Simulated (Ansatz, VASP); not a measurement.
## HfC in VASP and in Ansatz

```xyz
2
Lattice="0.0000 2.3831 2.3250 2.3250 0.0000 2.3250 2.3250 2.3831 0.0000" Properties=species:S:1:pos:R:3 pbc="T T T"
Hf    2.3250    2.3831    2.3250
C     0.0000    0.0000    0.0000
```

Change from the starting cell: strain +0.0250 x Voigt [0, 1, 0, 0, 0, 0], atoms carried along.

Alike in both runs: task single point; functional PBEsol; k mesh 18 × 18 × 18; occupations gaussian, width 0.15 eV; no spin polarisation.

|  | VASP | Ansatz |
| --- | --- | --- |
| version | VASP 6.6.1 | Ansatz 0.2.0 |
| potentials or method | VASP PAW PBE potentials, release 64 (Hf_pv, C), cutoff 520 eV | scalar-relativistic, plane waves, PAW |
| valence electrons in the cell | 14 | 30 |

|  | VASP | Ansatz | Ansatz less VASP |
| --- | --- | --- | --- |
| gap on the k mesh at the Fermi level (eV) | none | none | - |
| pressure (GPa) | -12.0 | -11.5 | +0.54 |
| traceless stress, the component that is largest in VASP (GPa) | -5.55 | -5.48 | +0.071 |

VASP's potentials were made for PBE, not for PBEsol. A gap of «none» marks a metal or a gap that the smearing closes. VASP's potentials hold 14 valence electrons a cell and Ansatz's 30, so a difference there can come from the potentials and not from the codes.

Spin-orbit coupling is off throughout.
